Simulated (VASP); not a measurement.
# Ta4H3 in VASP: further runs

The runs below take Ta4H3 through single point, relaxation of cell and atoms, with PBE.

All numbers are computed with VASP 6.6.1; they aren't measurements. Logs are shortened: lines on timing, memory, paths and dates and some standing lists are left out, and cuts for length are marked.

**1. The cell of the first run**

It takes space group P-42m (No. 111, tetragonal). The conventional cell has a = 4.823 Å, b = 4.823 Å, c = 3.467 Å, α = 90.00°, β = 90.00°, γ = 90.00°. Within 2.5 Å of Ta (site symmetry m) lie 3 H at 1.92 to 1.94 Å. H (site symmetry 222) has 4 Ta at 1.92 Å within 2.5 Å. Within 2.6 Å of H (site symmetry -42m) lie 4 Ta at 1.94 Å.

**2. Single point, PBE**

File INCAR:

```
PREC = Accurate
ENCUT = 520
EDIFF = 1E-6
ISMEAR = 0
SIGMA = 0.2
LREAL = False
LASPH = True
NELM = 100
ALGO = Normal
ISIF = 2
LWAVE = False
LCHARG = False
GGA = PE
NBANDS = 32
```

File KPOINTS:

```
regular mesh
0
Gamma
  6 4 4
```

File POSCAR:

```
Ta4H3
1.0
    0.0000000000      0.0000000000      3.4667247952
    4.8231095839      0.0000000000      0.0000000000
    0.0000000000      4.8231095839      0.0000000000
Ta H
4 3
Direct
    0.2447894641      0.7559277865      0.7559277865
    0.2447894641      0.2440722135      0.2440722135
    0.7552105359      0.7559277865      0.2440722135
    0.7552105359      0.2440722135      0.7559277865
    0.5000000000      0.5000000000      1.0000000000
    0.5000000000      0.0000000000      0.5000000000
    0.0000000000      0.5000000000      0.5000000000
```

Potentials or basis: VASP PAW PBE potentials, release 64 (Ta_pv, H).

Run with:

```bash
$ cat potpaw_PBE.64/Ta_pv/POTCAR potpaw_PBE.64/H/POTCAR > POTCAR
$ mpirun -np 1 vasp_std > vasp.out
```

OUTCAR:

```text
PREC = Accurate
   ENCUT = 520
   EDIFF = 1E-6
   ISMEAR = 0
   LREAL = False
   LASPH = True
   NELM = 100
   ISIF = 2
   GGA = PE

 ion  position               nearest neighbor table
   1  0.245  0.756  0.756-   5 1.92   6 1.92   7 1.94   4 2.90   3 2.90   4 2.95   3 2.95   3 3.00
                             4 3.00   4 3.04   3 3.04   2 3.33   2 3.41   2 3.41   2 3.49
   2  0.245  0.244  0.244-   5 1.92   6 1.92   7 1.94   4 2.90   3 2.90   4 2.95   3 2.95   4 3.00
                             3 3.00   4 3.04   3 3.04   1 3.33   1 3.41   1 3.41   1 3.49
   3  0.755  0.756  0.244-   5 1.92   6 1.92   7 1.94   2 2.90   1 2.90   1 2.95   2 2.95   1 3.00
                             2 3.00   1 3.04   2 3.04   4 3.33   4 3.41   4 3.41   4 3.49
   4  0.755  0.244  0.756-   5 1.92   6 1.92   7 1.94   2 2.90   1 2.90   1 2.95   2 2.95   1 3.00
                             2 3.00   1 3.04   2 3.04   3 3.33   3 3.41   3 3.41   3 3.49
   5  0.500  0.500  0.000-   1 1.92   2 1.92   3 1.92   4 1.92
   6  0.500  0.000  0.500-   1 1.92   2 1.92   3 1.92   4 1.92
   7  0.000  0.500  0.500-   1 1.94   2 1.94   3 1.94   4 1.94

  LATTYP: Found a simple tetragonal cell.
 ALAT       =     4.8231095839
 C/A-ratio  =     0.7187737983

  Lattice vectors:

 A1 = (   4.8231095839,   0.0000000000,   0.0000000000)
 A2 = (   0.0000000000,   4.8231095839,   0.0000000000)
 A3 = (   0.0000000000,   0.0000000000,   3.4667247952)

Analysis of symmetry for initial positions (statically):
=====================================================================
 Subroutine PRICEL returns:
 Original cell was already a primitive cell.

 Routine SETGRP: Setting up the symmetry group for a
 simple tetragonal supercell.

 Subroutine GETGRP returns: Found  8 space group operations
 (whereof  8 operations were pure point group operations)
 out of a pool of 16 trial point group operations.

The static configuration has the point symmetry D_2d.

Analysis of symmetry for dynamics (positions and initial velocities):
=====================================================================
 Subroutine PRICEL returns:
 Original cell was already a primitive cell.

 Routine SETGRP: Setting up the symmetry group for a
 simple tetragonal supercell.

 Subroutine GETGRP returns: Found  8 space group operations
 (whereof  8 operations were pure point group operations)
 out of a pool of 16 trial point group operations.

The dynamic configuration has the point symmetry D_2d.

 Subroutine INISYM returns: Found  8 space group operations
[... 111 lines left out ...]
   NFREE  =      0    steps in history (QN), initial steepest desc. (CG)
   ISIF   =      2    stress and relaxation
   ISYM   =      2    0-nonsym 1-usesym 2-fastsym
   POTIM  = 0.5000    time-step for ionic-motion
   TEBEG  =    0.0;   TEEND  =   0.0 temperature during run
   PSTRESS=    0.0 pullay stress
   NELECT =      47.0000    total number of electrons
   NUPDOWN=      -1.0000    fix difference up-down
   EMIN   =  10.00;   EMAX   =-10.00  energy-range for DOS
   EFERMI =   0.00;   METHOD = LEGACY
   ISMEAR =     0;   SIGMA  =   0.20  broadening in eV -4-tet -1-fermi 0-gaus
   EFERMI_NEDOS =   21; number of points for ismear=-14 and -15
   IALGO  =     38    algorithm
   IMIX   =      4    mixing-type and parameters
     AMIX     =   0.40;   BMIX     =  1.00
     AMIX_MAG =   1.60;   BMIX_MAG =  1.00
  volume/ion in A,a.u.               =      11.52        77.74
  Fermi-wavevector in a.u.,A,eV,Ry     =   1.367465  2.584134 25.442360  1.869961
  Thomas-Fermi vector in A             =   2.493515
   LORBIT       =      0    0 simple, 1 ext, 2 COOP (PROOUT), +10 PAW based schemes
   GGA     = PE    functional components
   LHFCALC =     F    Hartree Fock is set to
   AEXX    =    0.0000 exact exchange contribution
   IVDW    =     0    specifies the selected vdW correction
   LEPSILON=     F    determine dielectric tensor
   LRPA    =     F    only Hartree local field effects (RPA)
 non-spin polarized calculation
 Gauss-broadening in eV      SIGMA  =   0.20
  energy-cutoff  :      520.00
  volume of cell :       80.64
 maximum number of plane-waves:      2200
 NGX is ok and might be reduce to    28
   NGX = 13   NGY = 17   NGZ = 17

 number of electron      46.9999999 magnetization

 Free energy of the ion-electron system (eV)
  ---------------------------------------------------
  ext. energy  EPLUGINS =         0.00000000
  ---------------------------------------------------
  free energy    TOTEN  =       -58.58880007 eV

  energy without entropy =      -58.55141135  energy(sigma->0) =      -58.57010571

 E-fermi :   5.5401     XC(G=0): -12.4137

 val. band max:        5.5273041998   @ k =   0.0000   0.5000   0.0000
 cond. band min:       5.6152926984   @ k =   0.0000   0.5000   0.5000
 fundamental gap:      0.0879884985
 Fermi energy:         5.5400988499

 k-point     1 :       0.0000    0.0000    0.0000
  band No.  band energies     occupation
      1     -29.2229      2.00000
      2     -29.1018      2.00000
      3     -28.8731      2.00000
      4     -28.8687      2.00000
      5     -28.8687      2.00000
      6     -28.5341      2.00000
[... 829 lines left out ...]
     31       9.3231      0.00000
     32       9.3231      0.00000

------------------------ aborting loop because EDIFF is reached ----------------------------------------

  FORCE on cell =-STRESS in cart. coord.  units (eV):
  Direction    XX          YY          ZZ          XY          YZ          ZX
  --------------------------------------------------------------------------------------
  -------------------------------------------------------------------------------------
  Total        0.2356238      0.2356238     -0.2286054      0.0000000     -0.0000000      0.0000000
  in kB        4.6811882      4.6811882     -4.5417520      0.0000000     -0.0000000      0.0000000
  external PRESSURE =       1.6068748 kB  Pullay stress =       0.0000000 kB

 VOLUME and BASIS-vectors are now :
 -----------------------------------------------------------------------------
  energy-cutoff  :      520.00
  volume of cell :       80.64
      direct lattice vectors                 reciprocal lattice vectors
     0.000000000  0.000000000  3.466724795     0.000000000  0.000000000  0.288456702
     4.823109584  0.000000000  0.000000000     0.207335119  0.000000000  0.000000000
     0.000000000  4.823109584  0.000000000     0.000000000  0.207335119  0.000000000

 POSITION                                       TOTAL-FORCE (eV/Angst)
 -----------------------------------------------------------------------------------
      3.64592      3.64592      0.84862         0.013904      0.013904     -0.012242
      1.17719      1.17719      0.84862        -0.013904     -0.013904     -0.012242
      3.64592      1.17719      2.61811         0.013904     -0.013904      0.012242
      1.17719      3.64592      2.61811        -0.013904      0.013904      0.012242
      2.41155      0.00000      1.73336         0.000000      0.000000     -0.000000
      0.00000      2.41155      1.73336         0.000000      0.000000      0.000000
      2.41155      2.41155      0.00000         0.000000      0.000000     -0.000000
 -----------------------------------------------------------------------------------
    total drift:                                0.000000     -0.000000     -0.000000

  FREE ENERGIE OF THE ION-ELECTRON SYSTEM (eV)
  ---------------------------------------------------
  free  energy   TOTEN  =       -58.5888000723 eV

  energy  without entropy=      -58.5514113543  energy(sigma->0) =      -58.57010571
```

stdout:

```text
POSCAR found type information on POSCAR TaH
 POSCAR found :  2 types and       7 ions
 scaLAPACK will be used
 LDA part: xc-table for (Slater+PW92), standard interpolation
 POSCAR, INCAR and KPOINTS ok, starting setup
 FFT: planning ... GRIDC
 FFT: planning ... GRID_SOFT
 FFT: planning ... GRID
 WAVECAR not read
 entering main loop
```

Run time: 28 s. Hardware: 1 thread of Intel Xeon 6975P-C (Granite Rapids), shared host; peak memory 0.2 GiB.

What came out:

```
Free energy   : -58.5888 eV
Pressure      : 0.2 GPa
Largest force : 0.023 eV/Å
```

Forces on the atoms (eV/Å):
```
Ta   0.014  0.014 -0.012
Ta  -0.014 -0.014 -0.012
Ta   0.014 -0.014  0.012
Ta  -0.014  0.014  0.012
H    0.000  0.000  0.000
H    0.000  0.000  0.000
H    0.000  0.000  0.000
```

Caveat: spin-orbit coupling is left out, which moves the levels of the heavy elements.

**3. Relaxation of cell and atoms, PBE**

This run uses another cell than the first one, of 12.28 Å³/atom, 1.066 times its volume.

File INCAR:

```
SYSTEM = Ta4H3
PREC = Accurate
ENCUT = 600
EDIFF = 1E-6
ISMEAR = 0
SIGMA = 0.2
LREAL = .FALSE.
LASPH = .TRUE.
NELM = 60
ALGO = Normal
ISIF = 3
LWAVE = .FALSE.
LCHARG = .FALSE.
GGA = PE
IBRION = 2
NSW = 36
EDIFFG = -0.08
```

File KPOINTS:

```
Automatic mesh
0
G
  3 3 5
  0 0 0
```

File POSCAR:

```
Ta4H3
1.0
    4.9200000000      0.0000000000      0.0000000000
    0.0000000000      4.9200000000      0.0000000000
    0.0000000000      0.0000000000      3.5500000000
Ta H
4 3
Direct
    0.7500000000      0.7500000000      0.2500000000
    0.2500000000      0.2500000000      0.2500000000
    0.7500000000      0.2500000000      0.7500000000
    0.2500000000      0.7500000000      0.7500000000
    0.5000000000      0.0000000000      0.5000000000
    0.0000000000      0.5000000000      0.5000000000
    0.5000000000      0.5000000000      0.0000000000
```

Potentials or basis: VASP PAW PBE potentials, release 64 (Ta_pv, H).

Run with:

```bash
$ cat potpaw_PBE.64/Ta_pv/POTCAR potpaw_PBE.64/H/POTCAR > POTCAR
$ mpirun -np 1 vasp_std > vasp.out
```

Run time: 48 s. Hardware: 1 thread of Intel Xeon 6975P-C (Granite Rapids), shared host; peak memory 0.22 GiB.

Results (log left out):

```
Free energy                            : -58.5171 eV
Relaxed volume                         : 11.55 Å³/atom
Relaxed cell                           : a = 4.827 Å, b = 4.827 Å, c = 3.472 Å, α = 90.00°, β = 90.00°, γ = 90.00°
Space group after relaxing (to 0.05 Å) : P-42m (No. 111)
Energy gained by relaxing              : 35.2 meV/atom
Ionic steps                            : 4
Pressure after relaxing                : 0.3 GPa
Largest force after relaxing           : 0.026 eV/Å
```

Forces in eV/Å, atoms in the order of the input:
```
Ta  -0.009 -0.009 -0.023
Ta   0.009  0.009 -0.023
Ta  -0.009  0.009  0.023
Ta   0.009 -0.009  0.023
H    0.000  0.000  0.000
H    0.000  0.000  0.000
H    0.000  0.000  0.000
```

Step by step:
| step | energy change (eV) | largest force (eV/Å) | pressure (GPa) | volume (Å³) |
| --- | --- | --- | --- | --- |
| 1 | 0.0000 | 0.7527 | -10.49 | 85.93 |
| 2 | -0.0443 | 0.2494 | 14.12 | 76.32 |
| 3 | -0.2156 | 0.5510 | 1.15 | 80.63 |
| 4 | -0.2462 | 0.0259 | 0.31 | 80.88 |

Final structure:
```xyz
7
Lattice="4.8265 0.0000 0.0000 0.0000 4.8265 0.0000 0.0000 0.0000 3.4721" Properties=species:S:1:pos:R:3 pbc="T T T"
Ta    3.6507    3.6507    0.8563
Ta    1.1758    1.1758    0.8563
Ta    3.6507    1.1758    2.6158
Ta    1.1758    3.6507    2.6158
H     2.4133    0.0000    1.7361
H     4.8265    2.4133    1.7361
H     2.4133    2.4133    3.4721
```

Levels at points of the mesh, in eV from the Fermi level:
```csv
k point,band 21,band 22,band 23,band 24,band 25,band 26
"(0.00, 0.00, 0.00)",-0.66,-0.15,-0.15,0.30,2.44,2.77
```

Caveat: the k points lie up to 0.43 Å⁻¹ apart in the final cell; spin-orbit coupling is left out, which moves the levels of the heavy elements; the relaxation stopped at a loose force limit of 0.08 eV/Å, so its end isn't a converged minimum.

**4. Single point, PBE**

File INCAR:

```
PREC = Accurate
ENCUT = 520
EDIFF = 1E-6
ISMEAR = 0
SIGMA = 0.2
LREAL = F
LASPH = T
NELM = 80
ALGO = Normal
ISIF = 2
LWAVE = F
LCHARG = F
GGA = PE
NBANDS = 32
```

File KPOINTS:

```
Automatic mesh
0
Gamma
  6 4 4
```

File POSCAR:

```
Ta4H3
1.0
    0.0001898038     -0.0005489445      3.4498163453
    4.8330955660      0.0005855571     -0.0000109295
    0.0005947207      4.8336741859     -0.0002184265
Ta H
4 3
Direct
    0.2447096808      0.7559182057      0.7559111911
    0.2447206265      0.2441059907      0.2440747541
    0.7551685198      0.7559232544      0.2440906833
    0.7551657669      0.2441043067      0.7559027008
    0.5000806478      0.4999948675      1.0000051675
    0.5000651435     -0.0000204890      0.5000129623
    0.0000896146      0.4999738640      0.5000025408
```

Potentials or basis: VASP PAW PBE potentials, release 64 (Ta_pv, H).

Run with:

```bash
$ cat potpaw_PBE.64/Ta_pv/POTCAR potpaw_PBE.64/H/POTCAR > POTCAR
$ mpirun -np 1 vasp_std > vasp.out
```

OUTCAR:

```text
PREC = Accurate
   ENCUT = 520
   EDIFF = 1E-6
   ISMEAR = 0
   LREAL = F
   LASPH = T
   NELM = 80
   ISIF = 2
   GGA = PE

 ion  position               nearest neighbor table
   1  0.245  0.756  0.756-   5 1.92   6 1.92   7 1.94   4 2.90   3 2.90   3 2.94   4 2.94   3 3.00
                             4 3.00   4 3.04   3 3.04   2 3.34   2 3.42   2 3.42   2 3.50
   2  0.245  0.244  0.244-   5 1.92   6 1.92   7 1.94   4 2.90   3 2.90   3 2.94   4 2.94   3 3.00
                             4 3.00   4 3.04   3 3.04   1 3.34   1 3.42   1 3.42   1 3.50
   3  0.755  0.756  0.244-   5 1.92   6 1.92   7 1.94   2 2.90   1 2.90   2 2.94   1 2.94   2 3.00
                             1 3.00   2 3.04   1 3.04   4 3.34   4 3.42   4 3.42   4 3.50
   4  0.755  0.244  0.756-   6 1.92   5 1.92   7 1.94   2 2.90   1 2.90   1 2.94   2 2.94   1 3.00
                             2 3.00   1 3.04   2 3.04   3 3.34   3 3.42   3 3.42   3 3.50
[... 1060 lines left out ...]
  external PRESSURE =       1.5629233 kB  Pullay stress =       0.0000000 kB

 VOLUME and BASIS-vectors are now :
 -----------------------------------------------------------------------------
  energy-cutoff  :      520.00
  volume of cell :       80.59
      direct lattice vectors                 reciprocal lattice vectors
     0.000189804 -0.000548944  3.449816345     0.000000654  0.000013099  0.289870505
     4.833095566  0.000585557 -0.000010929     0.206906733 -0.000025458 -0.000011388
     0.000594721  4.833674186 -0.000218427    -0.000025065  0.206881967  0.000032921

 POSITION                                       TOTAL-FORCE (eV/Angst)
 -----------------------------------------------------------------------------------
      3.65392      3.65414      0.84403         0.008747      0.008240     -0.006286
      1.17998      1.17979      0.84419        -0.008719     -0.007598     -0.006406
      3.65374      1.17988      2.60513         0.008253     -0.008386      0.006870
      1.18037      3.65352      2.60502        -0.007913      0.008051      0.006608
      2.41662      0.00004      1.72518        -0.000371      0.000004     -0.000214
      4.83339      2.41721      1.72501        -0.000149     -0.000287     -0.000403
      2.41672      2.41714      0.00019         0.000152     -0.000024     -0.000169
 -----------------------------------------------------------------------------------
    total drift:                                0.000009      0.000004     -0.000010

  FREE ENERGIE OF THE ION-ELECTRON SYSTEM (eV)
  ---------------------------------------------------
  free  energy   TOTEN  =       -58.5898536798 eV

  energy  without entropy=      -58.5525940081  energy(sigma->0) =      -58.57122384
```

Run time: 55 s. Hardware: 1 thread of Intel Xeon 6975P-C (Granite Rapids), shared host; peak memory 0.24 GiB.

What came out:

```
Free energy   : -58.5899 eV
Pressure      : 0.2 GPa
Largest force : 0.014 eV/Å
```

Forces in eV/Å, atoms in the order of the input:
```
Ta   0.009  0.008 -0.006
Ta  -0.009 -0.008 -0.006
Ta   0.008 -0.008  0.007
Ta  -0.008  0.008  0.007
H    0.000  0.000  0.000
H    0.000  0.000  0.000
H    0.000  0.000  0.000
```

Levels at points of the mesh, in eV from the Fermi level:
| k point | band 20 | band 21 | band 22 | band 23 | band 24 | band 25 | band 26 | band 27 | band 28 | band 29 |
| --- | --- | --- | --- | --- | --- | --- | --- | --- | --- | --- |
| (0.00, 0.00, 0.00) | -0.96 | -0.59 | -0.04 | -0.04 | 0.31 | 2.60 | 2.85 | 2.95 | 2.95 | 3.53 |
| (0.50, 0.00, 0.00) | -1.70 | -1.64 | -1.51 | 0.26 | 0.26 | 0.60 | 0.60 | 2.27 | 2.51 | 3.42 |
| (0.00, 0.50, 0.00) | -1.47 | -0.88 | -0.43 | -0.05 | 0.02 | 0.57 | 0.88 | 2.14 | 2.32 | 2.56 |
| (0.50, 0.50, 0.00) | -1.86 | -1.34 | -1.27 | -1.19 | -1.15 | 2.23 | 2.34 | 2.43 | 2.54 | 3.56 |
| (0.00, 0.00, 0.50) | -1.47 | -0.88 | -0.43 | -0.05 | 0.02 | 0.57 | 0.88 | 2.14 | 2.32 | 2.56 |
| (0.50, 0.00, 0.50) | -1.86 | -1.34 | -1.27 | -1.19 | -1.15 | 2.23 | 2.33 | 2.43 | 2.54 | 3.56 |
| (0.00, 0.50, 0.50) | -1.20 | -0.50 | -0.50 | 0.11 | 0.38 | 0.48 | 0.56 | 0.56 | 0.60 | 1.75 |
| (0.50, 0.50, 0.50) | -1.91 | -1.05 | -1.05 | -0.96 | 0.51 | 2.58 | 2.62 | 2.62 | 2.72 | 3.73 |

Caveat: spin-orbit coupling is left out, which moves the levels of the heavy elements.

**5. Summary**

```tsv
task	cell	k mesh	cutoff (eV)	gap on the mesh (eV)	pressure (GPa)	largest force (eV/Å)
single point	a = 3.467, b = 4.823, c = 4.823 Å, 7 atoms	6 × 4 × 4	520	none	0.2	0.02
relaxation of cell and atoms	relaxed from a = 4.920, b = 4.920, c = 3.550 Å, 7 atoms	3 × 3 × 5	600	none	0.3	0.03
single point	a = 3.450, b = 4.833, c = 4.834 Å, 7 atoms	6 × 4 × 4	520	none	0.2	0.01
```

Alike in all rows: level PBE; potentials or basis VASP PAW PBE potentials, release 64 (Ta_pv, H); no spin polarisation; smearing gaussian 0.2 eV.

Caveats: some runs use coarse meshes; spin-orbit coupling is left out, which moves the levels of the heavy elements; the relaxation stopped at a loose force limit of 0.08 eV/Å, so its end isn't a converged minimum (some runs).

Absolute energies hang on the potentials; compare differences alone.
